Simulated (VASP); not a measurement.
# Ca (Pm-3m) in VASP: notebook, part 2 of 2

VASP 6.6.1.

## (3) Single point, LDA (41.30 Å³/atom)

This run uses another cell than the first one, of 41.30 Å³/atom.

Input file INCAR:

```
SYSTEM = Ca
  PREC = Accurate
  ENCUT = 520
  EDIFF = 1E-6
  ISMEAR = -1
  SIGMA = 0.1
  LREAL = .False.
  LASPH = .True.
  NELM = 100
  ALGO = Normal
  ISIF = 2
  LWAVE = .False.
  LCHARG = .True.
  GGA = CA
  LELF = .True.
  LVHAR = .True.
  NBANDS = 11
```

Input file KPOINTS:

```
Automatic mesh
0
Gamma
  11 11 11
  0 0 0
```

Input file POSCAR:

```
Ca
1.0
    3.4565467249      0.0000000000      0.0000000000
    0.0000000000      3.4565467249      0.0000000000
    0.0000000000      0.0000000000      3.4565467249
Ca
1
Direct
    0.0000000000      0.0000000000      0.0000000000
```

Potentials or basis: VASP PAW LDA potentials, release 64 (Ca_sv).

Run with:

```bash
$ cat potpaw_LDA.64/Ca_sv/POTCAR > POTCAR
$ mpirun -np 1 vasp_std > vasp.out
```

OUTCAR:

```text
SYSTEM = Ca
   PREC = Accurate
   ENCUT = 520
   EDIFF = 1E-6
   ISMEAR = -1
   LREAL = .False.
   LASPH = .True.
   NELM = 100
   ISIF = 2
   GGA = CA

 ion  position               nearest neighbor table
   1  0.000  0.000  0.000-

  LATTYP: Found a simple cubic cell.
 ALAT       =     3.4565467249

  Lattice vectors:

 A1 = (   3.4565467249,   0.0000000000,   0.0000000000)
 A2 = (   0.0000000000,   3.4565467249,   0.0000000000)
 A3 = (   0.0000000000,   0.0000000000,   3.4565467249)

[... 512 lines left out ...]
     10       5.7316      0.00000
     11       7.9835      0.00000

 [... further k-points ...]

------------------------ aborting loop because EDIFF is reached ----------------------------------------

  FORCE on cell =-STRESS in cart. coord.  units (eV):
  Direction    XX          YY          ZZ          XY          YZ          ZX
  --------------------------------------------------------------------------------------
  -------------------------------------------------------------------------------------
  Total       -0.2144770     -0.2144770     -0.2144770     -0.0000000     -0.0000000      0.0000000
  in kB       -8.3207785     -8.3207785     -8.3207785     -0.0000000     -0.0000000      0.0000000
  external PRESSURE =      -8.3207785 kB  Pullay stress =       0.0000000 kB

 VOLUME and BASIS-vectors are now :
 -----------------------------------------------------------------------------
  energy-cutoff  :      520.00
  volume of cell :       41.30
      direct lattice vectors                 reciprocal lattice vectors
     3.456546725  0.000000000  0.000000000     0.289306085  0.000000000  0.000000000
     0.000000000  3.456546725  0.000000000     0.000000000  0.289306085  0.000000000
     0.000000000  0.000000000  3.456546725     0.000000000  0.000000000  0.289306085

 POSITION                                       TOTAL-FORCE (eV/Angst)
 -----------------------------------------------------------------------------------
      0.00000      0.00000      0.00000         0.000000      0.000000      0.000000
 -----------------------------------------------------------------------------------
    total drift:                               -0.000000     -0.000000     -0.000000

  FREE ENERGIE OF THE ION-ELECTRON SYSTEM (eV)
  ---------------------------------------------------
  free  energy   TOTEN  =        -1.8316559854 eV

  energy  without entropy=       -1.7948670411  energy(sigma->0) =       -1.81326151
```

OSZICAR:

```text
N       E                     dE             d eps       ncg     rms          rms(c)
DAV:   1     0.682653778767E+02    0.68265E+02   -0.51214E+03  1232   0.831E+02
DAV:   2    -0.266162553265E+00   -0.68532E+02   -0.67908E+02  1355   0.208E+02
DAV:   3    -0.176177272743E+01   -0.14956E+01   -0.14807E+01  1697   0.313E+01
DAV:   4    -0.185069060694E+01   -0.88918E-01   -0.88563E-01  1574   0.581E+00
DAV:   5    -0.185236020950E+01   -0.16696E-02   -0.16695E-02  1755   0.711E-01    0.236E+00
DAV:   6    -0.183748725287E+01    0.14873E-01   -0.14126E-02  1424   0.128E+00    0.143E+00
DAV:   7    -0.183214311032E+01    0.53441E-02   -0.18309E-02  1495   0.159E+00    0.113E-01
DAV:   8    -0.183165329460E+01    0.48982E-03   -0.23221E-03  1354   0.423E-01    0.319E-02
DAV:   9    -0.183165519507E+01   -0.19005E-05   -0.11236E-04  1613   0.960E-02    0.115E-02
DAV:  10    -0.183165620635E+01   -0.10113E-05   -0.69736E-06  1561   0.155E-02    0.173E-03
DAV:  11    -0.183165598540E+01    0.22095E-06   -0.25980E-07   733   0.431E-03
   1 F= -.18316560E+01 E0= -.18132615E+01  d E =-.367889E-01
```

Run time: 25 s. Hardware: 1 thread of Intel Xeon 8259CL, shared host; peak memory 0.15 GiB.

What came out:

| Item | Value |
| --- | --- |
| Free energy | -1.8317 eV |
| Pressure | -0.8 GPa |
| Band gap on the k mesh | zero (bands 5 and 6 overlap by 0.77 eV) |

Levels at points of the mesh, in eV from the Fermi level:
```csv
k point,band 1,band 2,band 3,band 4,band 5,band 6,band 7,band 8,band 9,band 10
"(0.00, 0.00, 0.00)",-41.63,-22.80,-22.80,-22.80,-3.89,0.72,0.72,4.16,4.16,4.16
```

## (4) Single point, LDA (42.83 Å³/atom)

This run uses another cell than the first one, of 42.83 Å³/atom.

Input file INCAR:

```
PREC     = Accurate       # precision mode
ENCUT    = 520            # plane-wave cutoff, eV
EDIFF    = 1E-7           # SCF threshold, eV
ISMEAR   = -1             # smearing method
SIGMA    = 0.1            # smearing width, eV
LREAL    = F              # projectors in reciprocal space
LASPH    = T              # aspherical terms in the spheres
NELM     = 80             # most SCF steps
ALGO     = Normal         # electronic algorithm
ISIF     = 2              # what is computed and relaxed
LWAVE    = F              # write WAVECAR
LCHARG   = T              # write CHGCAR
GGA      = CA             # functional
LELF     = T              # ELF
LVHAR    = T            
NBANDS   = 11             # bands
```

Input file KPOINTS:

```
regular mesh
0
Gamma
  11 11 11
```

Input file POSCAR:

```
Ca
1.0
    3.4987038886      0.0000000000      0.0000000000
    0.0000000000      3.4987038886      0.0000000000
    0.0000000000      0.0000000000      3.4987038886
Ca
1
Direct
    0.0000000000      0.0000000000      0.0000000000
```

Run with:

```bash
$ cat potpaw_LDA.64/Ca_sv/POTCAR > POTCAR
$ mpirun -np 1 vasp_std > vasp.out
```

Run time: 29 s. Hardware: 1 thread of Intel Xeon 8259CL, shared host; peak memory 0.15 GiB.

The run converged. Its results:

| Item | Value |
| --- | --- |
| Free energy | -1.8223 eV |
| Pressure | -1.2 GPa |
| Band gap on the k mesh | zero (bands 5 and 6 overlap by 0.81 eV) |

Levels at points of the mesh, in eV from the Fermi level:
```csv
k point,band 2,band 3,band 4,band 5,band 6,band 7,band 8,band 9
"(0.00, 0.00, 0.00)",-22.87,-22.87,-22.87,-3.84,0.73,0.73,4.03,4.03
```

## (5) Single point, LDA

This run uses another cell than the first one, of 38.24 Å³/atom.

Input file INCAR:

```
PREC = Accurate
ENCUT = 520
EDIFF = 1E-6
ISMEAR = -1
SIGMA = 0.1
LREAL = F
LASPH = T
NELM = 60
ALGO = Normal
ISIF = 2
LWAVE = F
LCHARG = F
NBANDS = 11
```

Input file KPOINTS:

```
Automatic mesh
0
Gamma
  15 15 15
```

Input file POSCAR:

```
Ca
1.0
    3.3690013122      0.0000000000      0.0000000000
    0.0000000000      3.3690013122      0.0000000000
    0.0000000000      0.0000000000      3.3690013122
Ca
1
Direct
    0.0000000000      0.0000000000      0.0000000000
```

Run with:

```bash
$ cat potpaw_LDA.64/Ca_sv/POTCAR > POTCAR
$ mpirun -np 1 vasp_std > vasp.out
```

Run time: 38 s. Hardware: 1 thread of Intel Xeon 8259CL, shared host; peak memory 0.17 GiB.

Results (log left out):

- Free energy: -1.8414 eV
- Pressure: 0.0 GPa
- Band gap on the k mesh: zero (bands 5 and 6 overlap by 0.77 eV)

Levels at points of the mesh, in eV from the Fermi level:
```
           k point  band 1  band 2  band 3  band 4  band 5  band 6  band 7  band 8  band 9  band 10
(0.00, 0.00, 0.00)  -41.49  -22.63  -22.63  -22.63   -3.99    0.71    0.71    4.44    4.44     4.44
```

## (6) Relaxation of cell and atoms, LDA

This run uses another cell than the first one, of 47.12 Å³/atom.

Input file INCAR:

```
SYSTEM = Ca
PREC = Accurate
ENCUT = 600
EDIFF = 1E-6
ISMEAR = -1
SIGMA = 0.1
LREAL = .FALSE.
LASPH = .TRUE.
NELM = 60
ALGO = Normal
ISIF = 3
LWAVE = .FALSE.
LCHARG = .FALSE.
IBRION = 2
NSW = 80
EDIFFG = -0.01
```

Input file KPOINTS:

```
regular mesh
0
G
  9 9 9
  0 0 0
```

Input file POSCAR:

```
Ca
1.0
    3.6119528465      0.0000000000      0.0000000000
    0.0000000000      3.6119528465      0.0000000000
    0.0000000000      0.0000000000      3.6119528465
Ca
1
Direct
    0.0000000000      0.0000000000      0.0000000000
```

Potentials or basis: VASP PAW LDA potentials, release 64 (Ca_sv).

Run with:

```bash
$ cat potpaw_LDA.64/Ca_sv/POTCAR > POTCAR
$ mpirun -np 1 vasp_std > vasp.out
```

OUTCAR:

```text
SYSTEM = Ca
   PREC = Accurate
   ENCUT = 600
   EDIFF = 1E-6
   ISMEAR = -1
   LREAL = .FALSE.
   LASPH = .TRUE.
   NELM = 60
   ISIF = 3
   IBRION = 2
   NSW = 80
   EDIFFG = -0.01

 ion  position               nearest neighbor table
   1  0.000  0.000  0.000-

  LATTYP: Found a simple cubic cell.
 ALAT       =     3.6119528465

  Lattice vectors:

 A1 = (   3.6119528465,   0.0000000000,   0.0000000000)
 A2 = (   0.0000000000,   3.6119528465,   0.0000000000)
 A3 = (   0.0000000000,   0.0000000000,   3.6119528465)

Analysis of symmetry for initial positions (statically):
=====================================================================
 Subroutine PRICEL returns:
 Original cell was already a primitive cell.

 Routine SETGRP: Setting up the symmetry group for a
[... 288 lines left out ...]

 k-point     1 :       0.0000    0.0000    0.0000
  band No.  band energies     occupation
      1     -39.4304      2.00000
      2     -20.5694      2.00000
      3     -20.5694      2.00000
      4     -20.5694      2.00000
      5      -1.9388      2.00000
      6       2.7619      0.00201
      7       2.7619      0.00201
      8       6.5002      0.00000
      9       6.5002      0.00000
[... 265 lines left out ...]
 k-point    24 :       0.4444    0.3333    0.1111
  band No.  band energies     occupation
      1     -39.3715      2.00000
      2     -20.8501      2.00000
      3     -20.7733      2.00000
      4     -20.5573      2.00000
      5       1.5596      1.98815
      6       2.6879      0.00421
      7       4.1558      0.00000
      8       4.3697      0.00000
      9       5.5750      0.00000

 [... further k-points ...]

------------------------ aborting loop because EDIFF is reached ----------------------------------------

  FORCE on cell =-STRESS in cart. coord.  units (eV):
  Direction    XX          YY          ZZ          XY          YZ          ZX
  --------------------------------------------------------------------------------------
  -------------------------------------------------------------------------------------
  Total        0.0053560      0.0053560      0.0053560      0.0000000     -0.0000000      0.0000000
  in kB        0.2245518      0.2245518      0.2245518      0.0000000     -0.0000000      0.0000000
  external PRESSURE =       0.2245518 kB  Pullay stress =       0.0000000 kB
[... 16 lines left out ...]
  FREE ENERGIE OF THE ION-ELECTRON SYSTEM (eV)
  ---------------------------------------------------
  free  energy   TOTEN  =        -1.8376082036 eV

  energy  without entropy=       -1.8023520280  energy(sigma->0) =       -1.81998012

 reached required accuracy - stopping structural energy minimisation
```

OSZICAR:

```text
N       E                     dE             d eps       ncg     rms          rms(c)
DAV:   1     0.685745643105E+02    0.68575E+02   -0.52996E+03   630   0.109E+03
DAV:   2    -0.258669459478E+00   -0.68833E+02   -0.68581E+02   645   0.235E+02
DAV:   3    -0.175381954769E+01   -0.14952E+01   -0.14788E+01  1017   0.356E+01
DAV:   4    -0.179199966647E+01   -0.38180E-01   -0.38071E-01   898   0.518E+00
[... 34 lines left out ...]
DAV:   4    -0.183700052554E+01   -0.14449E-03   -0.24664E-03   708   0.608E-01    0.789E-02
DAV:   5    -0.183760960309E+01   -0.60908E-03   -0.12450E-03   961   0.175E-01    0.388E-02
DAV:   6    -0.183761232815E+01   -0.27251E-05   -0.33196E-05   976   0.565E-02    0.126E-02
DAV:   7    -0.183760722573E+01    0.51024E-05   -0.21205E-05   921   0.311E-02    0.110E-02
DAV:   8    -0.183760820358E+01   -0.97785E-06   -0.19497E-06   732   0.169E-02
   4 F= -.18376082E+01 E0= -.18199801E+01  d E =-.582138E-01
```

Run time: 55 s. Hardware: 1 thread of Intel Xeon 8259CL, shared host; peak memory 0.17 GiB.

Results:

| Property | Result |
| --- | --- |
| Free energy | -1.8376 eV |
| Relaxed volume | 38.21 Å³/atom |
| Relaxed cell | a = 3.368 Å, b = 3.368 Å, c = 3.368 Å, α = 90.00°, β = 90.00°, γ = 90.00° |
| Space group after relaxing (to 0.1 Å) | Pm-3m (No. 221) |
| Energy gained by relaxing | 58.2 meV/atom |
| Ionic steps | 4 |
| Pressure after relaxing | 0.0 GPa |
| Band gap on the k mesh | zero (bands 5 and 6 overlap by 0.56 eV) |

The path:
| step | energy change (eV) | largest force (eV/Å) | pressure (GPa) | volume (Å³) |
| --- | --- | --- | --- | --- |
| 1 | 0.0000 | 0.0000 | -1.85 | 47.12 |
| 2 | -0.0355 | 0.0000 | -1.28 | 43.51 |
| 3 | -0.0578 | 0.0000 | -0.21 | 38.98 |
| 4 | -0.0582 | 0.0000 | 0.02 | 38.21 |

Final structure:
```yaml
crystal:
  lattice:
    - [3.36830, 0.00000, 0.00000]
    - [0.00000, 3.36830, 0.00000]
    - [0.00000, 0.00000, 3.36830]
  atoms:
    - { symbol: Ca, position: [0.00000, 0.00000, 0.00000] }
```

Caveat: the volume moved by over 15 % at a fixed basis, so the end points are rough.

## (7) The runs side by side

```csv
task,cell,k mesh,cutoff (eV),gap on the mesh (eV),pressure (GPa)
single point,"a = 3.413 Å, 1 atom",11 × 11 × 11,520,none,-0.5
single point,"a = 3.457 Å, 1 atom",11 × 11 × 11,520,none,-0.8
single point,"a = 3.499 Å, 1 atom",11 × 11 × 11,520,none,-1.2
single point,"a = 3.369 Å, 1 atom",15 × 15 × 15,520,none,0.0
relaxation of cell and atoms,"relaxed from a = 3.612 Å, 1 atom",9 × 9 × 9,600,none,0.0
```

Alike in all rows: level LDA; potentials or basis VASP PAW LDA potentials, release 64 (Ca_sv); no spin polarisation; smearing fermi-dirac 0.1 eV.

Caveats: the volume moved by over 15 % at a fixed basis, so the end points are rough (at least some runs).

Total energies depend on the potentials used, so only differences within one code and one set of settings carry meaning.
